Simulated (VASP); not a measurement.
# CSO4 in VASP: notebook

Runs on CSO4. Level: PBE. Tasks: single point.

Everything below comes from runs of VASP 6.6.1. Logs are shortened: lines on timing, memory, paths and dates and some standing lists are left out, and cuts for length are marked.

**1. The cell of the first run**

The cell holds an amorphous packing of atoms, 36 atoms: a = 9.535 Å, b = 8.998 Å, c = 8.672 Å, α = 86.59°, β = 85.60°, γ = 88.78°.

**2. Single point, PBE**

File INCAR:

```
  PREC = Accurate
  ENCUT = 520
  EDIFF = 1E-7
  ISMEAR = -1
  SIGMA = 0.02
  LREAL = Auto
  LASPH = T
  NELM = 80
  ALGO = Normal
  ISIF = 2
  LWAVE = F
  LCHARG = T
  GGA = PE
  LELF = T
  LVHAR = T
  NBANDS = 126
```

File KPOINTS:

```
regular mesh
0
Gamma
  1 1 1
```

File POSCAR:

```
CSO4
1.0
    9.5282990000      0.0939690000      0.3472330000
    0.0939690000      8.9938290000      0.2612970000
    0.3472330000      0.2612970000      8.6607090000
C O S
6 24 6
Direct
    0.0403300562      0.1700569083      0.7912355344
    0.3711486503     -0.0313734512      0.8499561328
    0.4057269295      0.5025544307      0.8250597331
    0.8261299116      0.5440608746      0.7247650231
    0.6253705185      0.1215952901      0.1260148833
    0.8209641498      0.3784945997      0.2385756930
    0.0964694699      0.2828017713      0.7595345095
   -0.0164166855      0.0605470135      0.8231750613
    0.3104949718     -0.0113722371      0.7374866689
    0.4182502832     -0.0578580028      0.9688684635
    0.4103460454      0.3726304897      0.8334014089
    0.4027206620      0.6323643621      0.8070502295
    0.7071940228      0.5427760082      0.6950369947
    0.9399483580      0.5380388247      0.7690283764
    0.6940500755      0.0388022757      0.1970928699
    0.5642448170      0.2093860428      0.0550952162
    0.7912014967      0.4231274259      0.3609527585
    0.8554870118      0.3345895849      0.1169903554
    0.5411063730      0.6615646940      0.2240861737
    0.5999940486      0.7925733030      0.4590577100
    0.1170753384      0.9140875874      0.1085014212
   -0.0232574003      0.9570475284      0.3561604586
    0.8380560955      0.1940298276      0.5892819925
    0.6276210011      0.0761930116      0.7124313115
    0.1632249474      0.5314578881      0.2499858337
    0.1864219408      0.2790037832      0.1388067996
    0.7405791612      0.7991144124     -0.1159211933
    0.8736576636      0.6732555614      0.0978115729
    0.4519537169      0.3058094327      0.4559279925
    0.2886813082      0.0938530871      0.4243228578
    0.5129719564      0.6909703988      0.3862536793
    0.1092292604      0.9064694937      0.2763300599
    0.7409276513      0.0772321068      0.5922892630
    0.2452960540      0.4279791749      0.1507030707
    0.7806457980      0.7984781897      0.0415894429
    0.3191409040      0.2284371169      0.5024408294
```

Potentials or basis: VASP PAW PBE potentials, release 64 (C, O, S).

The run is started by

```console
> cat potpaw_PBE.64/C/POTCAR potpaw_PBE.64/O/POTCAR potpaw_PBE.64/S/POTCAR > POTCAR
> mpirun -np 1 vasp_gam > vasp.out
```

OUTCAR:

```text
PREC = Accurate
   ENCUT = 520
   EDIFF = 1E-7
   ISMEAR = -1
   LREAL = Auto
   LASPH = T
   NELM = 80
   ISIF = 2
   GGA = PE

 ion  position               nearest neighbor table
   1  0.040  0.170  0.791-   8 1.14   7 1.17
   2  0.371  0.969  0.850-  10 1.17   9 1.17
   3  0.406  0.503  0.825-  11 1.17  12 1.17
   4  0.826  0.544  0.725-  14 1.18  13 1.18
   5  0.625  0.122  0.126-  16 1.15  15 1.16
   6  0.821  0.378  0.239-  18 1.17  17 1.17
   7  0.096  0.283  0.760-   1 1.17
   8  0.984  0.061  0.823-   1 1.14
   9  0.310  0.989  0.737-   2 1.17
  10  0.418  0.942  0.969-   2 1.17
  11  0.410  0.373  0.833-   3 1.17
  12  0.403  0.632  0.807-   3 1.17
[... 16 lines left out ...]
  29  0.452  0.306  0.456-  36 1.48
  30  0.289  0.094  0.424-  36 1.47
  31  0.513  0.691  0.386-  19 1.45  20 1.45
  32  0.109  0.906  0.276-  21 1.45  22 1.47
  33  0.741  0.077  0.592-  23 1.41  24 1.44
  34  0.245  0.428  0.151-  26 1.48  25 1.48
  35  0.781  0.798  0.042-  27 1.45  28 1.50
  36  0.319  0.228  0.502-  30 1.47  29 1.48

  LATTYP: Found a triclinic cell.
 ALAT       =     8.9981146012
 B/A-ratio  =     1.3468432909
 C/A-ratio  =     1.8352838669
 COS(alpha) =     0.0062967366
 COS(beta)  =     0.5884625266
 COS(gamma) =     0.6998747083

  Lattice vectors:

 A1 = (  -0.0939690000,  -8.9938290000,  -0.2612970000)
 A2 = (   0.2532640000,  -8.7325320000,   8.3994120000)
 A3 = (  -9.9695010000,  -9.3490950000,  -9.2692390000)

Analysis of symmetry for initial positions (statically):
=====================================================================
 Subroutine PRICEL returns:
 Original cell was already a primitive cell.

 Routine SETGRP: Setting up the symmetry group for a
 triclinic supercell.

 Subroutine GETGRP returns: Found  1 space group operations
 (whereof  1 operations were pure point group operations)
 out of a pool of  2 trial point group operations.

The static configuration has the point symmetry C_1 .

Analysis of symmetry for dynamics (positions and initial velocities):
=====================================================================
 Subroutine PRICEL returns:
 Original cell was already a primitive cell.

 Routine SETGRP: Setting up the symmetry group for a
 triclinic supercell.

 Subroutine GETGRP returns: Found  1 space group operations
 (whereof  1 operations were pure point group operations)
 out of a pool of  2 trial point group operations.

The dynamic configuration has the point symmetry C_1 .

 Subroutine INISYM returns: Found  1 space group operations
 (whereof  1 operations are pure point group operations),
 and found     1 'primitive' translations

----------------------------------------------------------------------------------------

                                     Primitive cell

  volume of cell :     740.3928

  direct lattice vectors                    reciprocal lattice vectors
     9.528299000  0.093969000  0.347233000     0.105112663 -0.000976653 -0.004184806
     0.093969000  8.993829000  0.261297000    -0.000976653  0.111293969 -0.003318626
     0.347233000  0.261297000  8.660709000    -0.004184806 -0.003318626  0.115731893

  length of vectors
     9.535086930  8.998114601  8.671604653     0.105200467  0.111347719  0.115855069

  position of ions in fractional coordinates (direct lattice)
     0.040330056  0.170056908  0.791235534
     0.371148650  0.968626549  0.849956133
     0.405726929  0.502554431  0.825059733
     0.826129912  0.544060875  0.724765023
     0.625370518  0.121595290  0.126014883
     0.820964150  0.378494600  0.238575693
[... 28 lines left out ...]
     0.780645798  0.798478190  0.041589443
     0.319140904  0.228437117  0.502440829

  ion indices of the primitive-cell ions
   primitive index   ion index
                 1           1
                 2           2
                 3           3
                 4           4
                 5           5
                 6           6
[... 28 lines left out ...]
                35          35
                36          36

----------------------------------------------------------------------------------------

 KPOINTS: regular mesh

Automatic generation of k-mesh.
 Grid dimensions read from file:
 generate k-points for:    1    1    1

 Generating k-lattice:

  Cartesian coordinates                     Fractional coordinates (reciprocal lattice)
     0.105112663 -0.000976653 -0.004184806     1.000000000  0.000000000  0.000000000
    -0.000976653  0.111293969 -0.003318626     0.000000000  1.000000000  0.000000000
    -0.004184806 -0.003318626  0.115731893    -0.000000000  0.000000000  1.000000000

  Length of vectors
     0.105200467  0.111347719  0.115855069

  Shift w.r.t. Gamma in fractional coordinates (k-lattice)
     0.000000000  0.000000000  0.000000000

 Subroutine IBZKPT returns following result:
 ===========================================

 Found      1 irreducible k-points:

 Following reciprocal coordinates:
            Coordinates               Weight
  0.000000  0.000000  0.000000      1.000000
   k-points           NKPTS =      1   k-points in BZ     NKDIM =      1   number of bands    NBANDS=    126
   number of dos      NEDOS =    301   number of ions     NIONS =     36
   total plane-waves  NPLWV = 322560
   dimension x,y,z NGX =    72 NGY =   70 NGZ =   64
   dimension x,y,z NGXF=   144 NGYF=  140 NGZF=  128
   ions per type =               6  24   6
   NGX,Y,Z   is equivalent  to a cutoff of  12.55, 12.93, 12.27 a.u.
   NGXF,Y,Z  is equivalent  to a cutoff of  25.11, 25.87, 24.54 a.u.
 SYSTEM =  unknown system
   PREC   = accura    normal or accurate (medium, high low for compatibility)
   ISTART =      0    job   : 0-new  1-cont  2-samecut
   ICHARG =      2    charge: 1-file 2-atom 10-const
   ISPIN  =      1    spin polarized calculation?
   LNONCOLLINEAR =      F non collinear calculations
   LSORBIT =      F    spin-orbit coupling
   LASPH  =      T    aspherical Exc in radial PAW
   ENCUT  =  520.0 eV  38.22 Ry    6.18 a.u.  17.73 16.73 16.12*2*pi/ulx,y,z
   NELM   =     80;   NELMIN=  2; NELMDL= -5     # of ELM steps
   EDIFF  = 0.1E-06   stopping-criterion for ELM
   LREAL  =      T    real-space projection
   EDIFFG = 0.1E-05   stopping-criterion for IOM
   NSW    =      0    number of steps for IOM
   IBRION =     -1    ionic relax: 0-MD 1-quasi-New 2-CG
   NFREE  =      0    steps in history (QN), initial steepest desc. (CG)
   ISIF   =      2    stress and relaxation
   ISYM   =      2    0-nonsym 1-usesym 2-fastsym
   POTIM  = 0.5000    time-step for ionic-motion
   TEBEG  =    0.0;   TEEND  =   0.0 temperature during run
   PSTRESS=    0.0 pullay stress
   NELECT =     204.0000    total number of electrons
   NUPDOWN=      -1.0000    fix difference up-down
   EMIN   =  10.00;   EMAX   =-10.00  energy-range for DOS
   EFERMI =   0.00;   METHOD = LEGACY
   ISMEAR =    -1;   SIGMA  =   0.02  broadening in eV -4-tet -1-fermi 0-gaus
   EFERMI_NEDOS =   21; number of points for ismear=-14 and -15
   IALGO  =     38    algorithm
   IMIX   =      4    mixing-type and parameters
     AMIX     =   0.40;   BMIX     =  1.00
     AMIX_MAG =   1.60;   BMIX_MAG =  1.00
  volume/ion in A,a.u.               =      20.57       138.79
  Fermi-wavevector in a.u.,A,eV,Ry     =   1.065281  2.013089 15.440211  1.134823
  Thomas-Fermi vector in A             =   2.200827
   LORBIT       =      0    0 simple, 1 ext, 2 COOP (PROOUT), +10 PAW based schemes
   GGA     = PE    functional components
   LHFCALC =     F    Hartree Fock is set to
   AEXX    =    0.0000 exact exchange contribution
   IVDW    =     0    specifies the selected vdW correction
   LEPSILON=     F    determine dielectric tensor
   LRPA    =     F    only Hartree local field effects (RPA)
 non-spin polarized calculation
  energy-cutoff  :      520.00
  volume of cell :      740.39
 maximum number of plane-waves:      9967
 NGX is ok and might be reduce to    70
   NGX = 35   NGY = 33   NGZ = 33

 number of electron     204.0000002 magnetization

 Free energy of the ion-electron system (eV)
  ---------------------------------------------------
  ext. energy  EPLUGINS =         0.00000000
  ---------------------------------------------------
  free energy    TOTEN  =      -239.73823456 eV

  energy without entropy =     -239.73823456  energy(sigma->0) =     -239.73823456

 E-fermi :  -2.3495     XC(G=0):  -6.8613

 val. band max:       -2.8525541107   @ k =   0.0000   0.0000   0.0000
 cond. band min:      -0.4782762237   @ k =   0.0000   0.0000   0.0000
 fundamental gap:      2.3742778870
 Fermi energy:        -2.3494865808

 k-point     1 :       0.0000    0.0000    0.0000
  band No.  band energies     occupation
      1     -24.8684      2.00000
      2     -24.7901      2.00000
      3     -24.7229      2.00000
      4     -24.5641      2.00000
      5     -24.4921      2.00000
      6     -24.4269      2.00000
[... 106 lines left out ...]
    113       3.7359      0.00000
    114       3.9714      0.00000
 [bands above 114 left out]

------------------------ aborting loop because EDIFF is reached ----------------------------------------

  FORCE on cell =-STRESS in cart. coord.  units (eV):
  Direction    XX          YY          ZZ          XY          YZ          ZX
  --------------------------------------------------------------------------------------
  -------------------------------------------------------------------------------------
  Total        3.0525746      8.7114025      7.6687964      1.3617082     -3.6026203      0.6662900
  in kB        6.6056366     18.8510902     16.5949366      2.9466763     -7.7959111      1.4418222
  external PRESSURE =      14.0172211 kB  Pullay stress =       0.0000000 kB

 VOLUME and BASIS-vectors are now :
 -----------------------------------------------------------------------------
  energy-cutoff  :      520.00
  volume of cell :      740.39
      direct lattice vectors                 reciprocal lattice vectors
     9.528299000  0.093969000  0.347233000     0.105112663 -0.000976653 -0.004184806
     0.093969000  8.993829000  0.261297000    -0.000976653  0.111293969 -0.003318626
     0.347233000  0.261297000  8.660709000    -0.004184806 -0.003318626  0.115731893

 POSITION                                       TOTAL-FORCE (eV/Angst)
 -----------------------------------------------------------------------------------
      0.67500      1.74000      6.91110         0.907047      1.931204     -0.250300
      3.92257      8.96863      7.74320        -0.653381     -0.367384      0.252322
      4.19960      4.77360      7.41780         0.231303      0.222878     -0.678569
      8.17440      5.16020      6.70600        -0.516814     -0.376822      0.709026
      6.01390      1.18530      1.34030         0.748937     -0.239006      0.516634
      7.94080      3.54360      2.45020         0.412118      0.279877      0.107065
[... 28 lines left out ...]
      7.52770      7.26560      0.83990         1.738051     -2.056285      0.815282
      3.23680      2.21580      4.52200         0.674064     -0.236643     -0.582117
 -----------------------------------------------------------------------------------
    total drift:                               -0.003964     -0.013310      0.031451

  FREE ENERGIE OF THE ION-ELECTRON SYSTEM (eV)
  ---------------------------------------------------
  free  energy   TOTEN  =      -239.7382345596 eV

  energy  without entropy=     -239.7382345595  energy(sigma->0) =     -239.73823456
```

Run time: 2.1 min. Hardware: 1 thread of Intel Xeon 6975P-C (Granite Rapids), shared host; peak memory 0.67 GiB.

What came out:

```
Free energy            : -239.7382 eV
Pressure               : 1.4 GPa
Largest force          : 3.460 eV/Å
Band gap on the k mesh : 2.37 eV
```

Forces on the atoms (eV/Å):
```
C    0.907  1.931 -0.250
C   -0.653 -0.367  0.252
C    0.231  0.223 -0.679
C   -0.517 -0.377  0.709
C    0.749 -0.239  0.517
C    0.412  0.280  0.107
O    0.690  0.873 -0.188
O   -1.482 -3.020  0.809
O    0.081  0.193 -0.438
O    0.638 -0.002  0.467
O   -0.075 -0.883  0.195
O   -0.151  0.741  0.206
O    0.619  0.061 -0.273
O   -0.177  0.331 -0.570
O    0.586 -0.851  1.210
O   -1.653  1.746 -1.364
O   -0.342  0.254  0.471
O    0.005 -0.383 -0.683
O    0.124  0.080 -0.173
O   -0.164 -0.226 -0.435
O    0.088  0.013  0.047
O    0.957 -0.343 -0.368
O    1.437  1.641 -0.112
O   -0.435 -0.020  0.251
O    0.776 -0.796 -0.670
O    0.665  1.308  0.150
O   -0.024 -0.065 -0.226
O   -1.356  1.622 -0.798
O   -0.907 -0.615  0.061
O    0.459  0.937  0.307
S   -0.102  0.087  0.674
S   -1.105  0.156  0.287
S   -1.170 -1.550 -0.305
S   -1.523 -0.446  0.578
S    1.738 -2.056  0.815
S    0.674 -0.237 -0.582
```

Stress tensor (GPa, compression positive):
```
 0.66  0.29  0.14
 0.29  1.89 -0.78
 0.14 -0.78  1.66
```

Caveat: the k points lie up to 0.73 Å⁻¹ apart.

**3. Single point, PBE**

This run uses another cell than the first one, of 21.56 Å³/atom, 1.049 times its volume.

File INCAR:

```
SYSTEM = CSO4
PREC = Accurate
ENCUT = 520
EDIFF = 1E-6
ISMEAR = -1
SIGMA = 0.02
LREAL = Auto
LASPH = .True.
NELM = 80
ALGO = Normal
ISIF = 2
LWAVE = .False.
LCHARG = .False.
GGA = PE
NBANDS = 126
```

File KPOINTS:

```
regular mesh
0
Gamma
  1 1 1
  0 0 0
```

File POSCAR:

```
CSO4
1.0
   10.0832010000     -0.1380390000      0.8508540000
   -0.1380390000      9.0044390000     -0.4460270000
    0.8508540000     -0.4460270000      8.6450160000
C O S
6 24 6
Direct
    0.0289561735      0.1699895436      0.7799155548
    0.3650023891     -0.0678385692      0.8832810053
    0.4407404076      0.5185431679      0.8106033019
    0.8597774081      0.5424102788      0.6618824745
    0.5219346277      0.2226045095      0.1797680254
    0.8063155587      0.3663966484      0.2609556743
    0.0680902371      0.2799645224      0.7177241645
   -0.0069159229      0.0665426169      0.8482302687
    0.2878759398     -0.0544735617      0.8020994901
    0.4262180033     -0.0745781461      0.9829694752
    0.3994294675      0.4003322273      0.8453081894
    0.4718762646      0.6397976604      0.7783871336
    0.7620497029      0.4789269314      0.7218750439
    0.9551020172      0.6044020478      0.5940448532
    0.5722149124      0.1337905742      0.2410640838
    0.4936979146      0.3159557030      0.1104289372
    0.7614659811      0.4654005727      0.3516806499
    0.8506407925      0.2728956101      0.1653493399
    0.4530845177      0.6801374742      0.2228857532
    0.6496272560      0.7606958147      0.3555057530
    0.0930183434      0.8767804901      0.1564395881
    0.0578449589      0.8929035030      0.4448391369
    0.8094336364      0.1819181755      0.5666421636
    0.5911901836      0.0547139983      0.5572791754
    0.1080220550      0.4556066215      0.3023825354
    0.1654780116      0.2728494007      0.0706534923
    0.7364932959      0.8200062939     -0.0757087459
    0.8773658427      0.6175199444     -0.0185863934
    0.4129667902      0.4086490441      0.4518781760
    0.2941576482      0.1661063281      0.4053321238
    0.5058061464      0.7232389253      0.3686768081
    0.1330396722      0.8291314661      0.2963924744
    0.7316555031      0.0471910558      0.5771668293
    0.1766344149      0.4234407000      0.1411652548
    0.8244816396      0.7678562880      0.0298288789
    0.3375191784      0.2810514824      0.5125701336
```

Potentials or basis: VASP PAW PBE potentials, release 64 (C, O, S).

The run is started by

```console
> cat potpaw_PBE.64/C/POTCAR potpaw_PBE.64/O/POTCAR potpaw_PBE.64/S/POTCAR > POTCAR
> mpirun -np 1 vasp_gam > vasp.out
```

It took 2.2 min on 1 thread of Intel Xeon 6975P-C (Granite Rapids), shared host; peak memory 0.72 GiB.

It converged, with:

```yaml
Free_energy: -240.1229 eV
Pressure: 0.3 GPa
Largest_force: 2.825 eV/Å
Band_gap_on_the_k_mesh: 2.96 eV
```

Forces on the atoms (eV/Å):
```
C    0.725  1.838 -0.506
C   -0.792  0.319  0.774
C   -0.500  0.029  0.139
C   -0.273 -0.109 -0.428
C    2.111 -1.600  0.770
C   -0.281  0.992  0.428
O   -0.583 -1.545  0.686
O   -0.233 -0.299 -0.125
O   -0.822  0.068 -1.792
O    1.559 -0.215  1.011
O    0.391  0.205 -0.231
O    0.236 -0.120 -0.104
O    1.039  0.679 -0.431
O   -0.949 -0.610  0.887
O   -0.659 -0.005 -0.015
O   -1.237  1.414 -1.099
O   -0.134  0.050  0.313
O    0.468 -1.076 -0.769
O    0.642  0.282  1.118
O   -0.983 -0.278 -0.162
O    0.309 -0.383  0.053
O    0.164 -0.147  0.178
O    0.807  0.907 -0.128
O    0.682 -0.094  0.334
O    0.074  0.194 -0.008
O    0.068 -0.219 -0.220
O    1.711 -0.628  1.843
O    0.103  0.609  0.583
O    0.010  0.070 -0.154
O   -0.227 -0.341 -0.692
S    0.312  0.007 -1.014
S   -0.507  0.629 -0.156
S   -1.526 -0.905 -0.079
S   -0.115 -0.060  0.141
S   -1.636  0.197 -2.295
S    0.047  0.144  1.149
```

Stress tensor (GPa, compression positive):
```
-0.37 -0.17  0.03
-0.17  0.42  0.60
 0.03  0.60  0.74
```

Levels at points of the mesh, in eV from the valence-band top:
```tsv
k point	band 100	band 101	band 102	band 103	band 104	band 105
(0.00, 0.00, 0.00)	-0.32	-0.26	0.00	2.96	3.12	3.14
```

Caveat: the k points lie up to 0.74 Å⁻¹ apart.

[end of part 1 of 2]
